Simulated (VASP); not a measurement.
# C (Fd-3m) in VASP: single point with LDA

Aim: the single point of C with LDA.

Program: VASP 6.6.1. These are calculated values, not measurements. Logs are shortened: lines on timing, memory, paths and dates and some standing lists are left out, and cuts for length are marked.

## Step 1: The cell of the first run

Symmetry: Fd-3m, No. 227, cubic system. Conventional cell: a = 3.532 Å, b = 3.532 Å, c = 3.532 Å, α = 90.00°, β = 90.00°, γ = 90.00°. Within 2.0 Å of C (site symmetry -43m) lie 4 C at 1.53 Å.

## Step 2: Single point, LDA

INCAR reads:

```
PREC     = Accurate       # precision mode
ENCUT    = 600            # plane-wave cutoff, eV
EDIFF    = 1E-6           # SCF threshold, eV
ISMEAR   = -1             # smearing method
SIGMA    = 0.02           # smearing width, eV
LREAL    = False          # projectors in reciprocal space
LASPH    = True           # aspherical terms in the spheres
NELM     = 120            # most SCF steps
ALGO     = Normal         # electronic algorithm
ISIF     = 2              # what is computed and relaxed
LWAVE    = False          # write WAVECAR
LCHARG   = False          # write CHGCAR
NBANDS   = 11             # bands
GGA_COMPAT= False
```

KPOINTS reads:

```
regular mesh
0
Gamma
  14 14 14
```

POSCAR reads:

```
C
1.0
    0.0000000000      1.7658614237      1.7658614237
    1.7658614237      0.0000000000      1.7658614237
    1.7658614237      1.7658614237      0.0000000000
C
2
Direct
   -0.1250000000     -0.1250000000     -0.1250000000
    0.1250000000      0.1250000000      0.1250000000
```

Potentials or basis: VASP PAW LDA potentials, release 64 (C).

The run is started by

```
cat potpaw_LDA.64/C/POTCAR > POTCAR
mpirun -np 1 vasp_std > vasp.out
```

OUTCAR:

```text
PREC = Accurate
   ENCUT = 600
   EDIFF = 1E-6
   ISMEAR = -1
   LREAL = False
   LASPH = True
   NELM = 120
   ISIF = 2

 ion  position               nearest neighbor table
   1  0.875  0.875  0.875-   2 1.53   2 1.53   2 1.53   2 1.53
   2  0.125  0.125  0.125-   1 1.53   1 1.53   1 1.53   1 1.53

  LATTYP: Found a face centered cubic cell.
 ALAT       =     3.5317228474

  Lattice vectors:

 A1 = (   0.0000000000,   1.7658614237,   1.7658614237)
 A2 = (   1.7658614237,   0.0000000000,   1.7658614237)
 A3 = (   1.7658614237,   1.7658614237,   0.0000000000)

Analysis of symmetry for initial positions (statically):
=====================================================================
 Subroutine PRICEL returns:
 Original cell was already a primitive cell.

 Routine SETGRP: Setting up the symmetry group for a
 face centered cubic supercell.

 Subroutine GETGRP returns: Found 48 space group operations
 (whereof 12 operations were pure point group operations)
 out of a pool of 48 trial point group operations.

The static configuration has the point symmetry D_3d.
 The point group associated with its full space group is O_h .

Analysis of symmetry for dynamics (positions and initial velocities):
=====================================================================
 Subroutine PRICEL returns:
 Original cell was already a primitive cell.

 Routine SETGRP: Setting up the symmetry group for a
 face centered cubic supercell.

 Subroutine GETGRP returns: Found 48 space group operations
 (whereof 12 operations were pure point group operations)
 out of a pool of 48 trial point group operations.

The dynamic configuration has the point symmetry D_3d.
 The point group associated with its full space group is O_h .

 Subroutine INISYM returns: Found 48 space group operations
 (whereof 12 operations are pure point group operations),
 and found     1 'primitive' translations

----------------------------------------------------------------------------------------

                                     Primitive cell

  volume of cell :      11.0129

  direct lattice vectors                    reciprocal lattice vectors
     0.000000000  1.765861424  1.765861424    -0.283147926  0.283147926  0.283147926
     1.765861424  0.000000000  1.765861424     0.283147926 -0.283147926  0.283147926
     1.765861424  1.765861424  0.000000000     0.283147926  0.283147926 -0.283147926

  length of vectors
     2.497305175  2.497305175  2.497305175     0.490426594  0.490426594  0.490426594

[... 82 lines left out ...]
   EDIFFG = 0.1E-04   stopping-criterion for IOM
   NSW    =      0    number of steps for IOM
   IBRION =     -1    ionic relax: 0-MD 1-quasi-New 2-CG
   NFREE  =      0    steps in history (QN), initial steepest desc. (CG)
   ISIF   =      2    stress and relaxation
   ISYM   =      2    0-nonsym 1-usesym 2-fastsym
   POTIM  = 0.5000    time-step for ionic-motion
   TEBEG  =    0.0;   TEEND  =   0.0 temperature during run
   PSTRESS=    0.0 pullay stress
   NELECT =       8.0000    total number of electrons
   NUPDOWN=      -1.0000    fix difference up-down
   EMIN   =  10.00;   EMAX   =-10.00  energy-range for DOS
   EFERMI =   0.00;   METHOD = LEGACY
   ISMEAR =    -1;   SIGMA  =   0.02  broadening in eV -4-tet -1-fermi 0-gaus
   EFERMI_NEDOS =   21; number of points for ismear=-14 and -15
   IALGO  =     38    algorithm
   IMIX   =      4    mixing-type and parameters
     AMIX     =   0.40;   BMIX     =  1.00
     AMIX_MAG =   1.60;   BMIX_MAG =  1.00
  volume/ion in A,a.u.               =       5.51        37.16
  Fermi-wavevector in a.u.,A,eV,Ry     =   1.471651  2.781017 29.466915  2.165757
  Thomas-Fermi vector in A             =   2.586761
   LORBIT       =      0    0 simple, 1 ext, 2 COOP (PROOUT), +10 PAW based schemes
   GGA     = CA    functional components
   LHFCALC =     F    Hartree Fock is set to
   AEXX    =    0.0000 exact exchange contribution
   IVDW    =     0    specifies the selected vdW correction
   LEPSILON=     F    determine dielectric tensor
   LRPA    =     F    only Hartree local field effects (RPA)
 non-spin polarized calculation
  energy-cutoff  :      600.00
  volume of cell :       11.01
 maximum number of plane-waves:       378
   NGX =  9   NGY =  9   NGZ =  9

 number of electron       7.9999998 magnetization

 Free energy of the ion-electron system (eV)
  ---------------------------------------------------
  ext. energy  EPLUGINS =         0.00000000
  ---------------------------------------------------
  free energy    TOTEN  =       -20.25204565 eV

  energy without entropy =      -20.25204565  energy(sigma->0) =      -20.25204565

 E-fermi :  10.5316     XC(G=0): -13.6433

 val. band max:       10.1597986481   @ k =   0.0000   0.0000   0.0000
 cond. band min:      14.3305304023   @ k =   0.3571   0.3571   0.0000
 fundamental gap:      4.1707317541
 Fermi energy:        10.5316362140

 k-point     1 :       0.0000    0.0000    0.0000
  band No.  band energies     occupation
      1     -11.5564      2.00000
      2      10.1598      2.00000
      3      10.1598      2.00000
      4      10.1598      2.00000
      5      15.7861      0.00000
      6      15.7861      0.00000
      7      15.7861      0.00000
      8      24.3978      0.00000
      9      29.5570      0.00000
     10      37.1249      0.00000
     11      37.1249      0.00000
[... 309 lines left out ...]
 k-point    24 :       0.2857    0.1429    0.0000
  band No.  band energies     occupation
      1      -9.4642      2.00000
      2       4.0753      2.00000
      3       6.7468      2.00000
      4       7.5584      2.00000
      5      16.1415      0.00000
      6      20.3634      0.00000
      7      20.3707      0.00000
      8      22.7827      0.00000
      9      30.9530      0.00000
     10      31.6367      0.00000
     11      36.7176      0.00000

 [... further k-points ...]
[... 5 lines left out ...]
  --------------------------------------------------------------------------------------
  -------------------------------------------------------------------------------------
  Total        0.0576611      0.0576611      0.0576611      0.0000000      0.0000000     -0.0000000
  in kB        8.3886811      8.3886811      8.3886811      0.0000000      0.0000000     -0.0000000
  external PRESSURE =       8.3886811 kB  Pullay stress =       0.0000000 kB

 VOLUME and BASIS-vectors are now :
 -----------------------------------------------------------------------------
  energy-cutoff  :      600.00
  volume of cell :       11.01
      direct lattice vectors                 reciprocal lattice vectors
     0.000000000  1.765861424  1.765861424    -0.283147926  0.283147926  0.283147926
     1.765861424  0.000000000  1.765861424     0.283147926 -0.283147926  0.283147926
     1.765861424  1.765861424  0.000000000     0.283147926  0.283147926 -0.283147926

 POSITION                                       TOTAL-FORCE (eV/Angst)
 -----------------------------------------------------------------------------------
      3.09026      3.09026      3.09026        -0.000000      0.000000     -0.000000
      0.44147      0.44147      0.44147         0.000000     -0.000000      0.000000
 -----------------------------------------------------------------------------------
    total drift:                                0.000000      0.000000     -0.000000

  FREE ENERGIE OF THE ION-ELECTRON SYSTEM (eV)
  ---------------------------------------------------
  free  energy   TOTEN  =       -20.2520456525 eV

  energy  without entropy=      -20.2520456525  energy(sigma->0) =      -20.25204565
```

stdout:

```text
POSCAR found type information on POSCAR C
 POSCAR found :  1 types and       2 ions
 scaLAPACK will be used
 LDA part: xc-table for (Slater(with rela. corr.)+CA(PZ))
 , standard interpolation
 POSCAR, INCAR and KPOINTS ok, starting setup
 FFT: planning ... GRIDC
 FFT: planning ... GRID_SOFT
 FFT: planning ... GRID
 WAVECAR not read
 entering main loop
```

It took 22 s on 1 thread of AMD EPYC 7R13, shared host; peak memory 0.09 GiB.

What came out:

```
Free energy            : -20.2520 eV
Pressure               : 0.8 GPa
Band gap on the k mesh : 4.17 eV (least direct gap 5.63 eV)
```

Levels at points of the mesh, in eV from the valence-band top:
```tsv
k point	band 1	band 2	band 3	band 4	band 5	band 6	band 7	band 8	band 9
(0.00, 0.00, 0.00)	-21.72	0.00	0.00	0.00	5.63	5.63	5.63	14.24	19.40
(0.50, 0.00, 0.00)	-15.70	-13.69	-2.87	-2.87	8.51	8.51	9.42	15.67	21.95
(0.50, 0.50, 0.00)	-12.82	-12.82	-6.47	-6.47	4.77	4.77	17.08	17.08	23.48
```

A k mesh can miss the band edges.
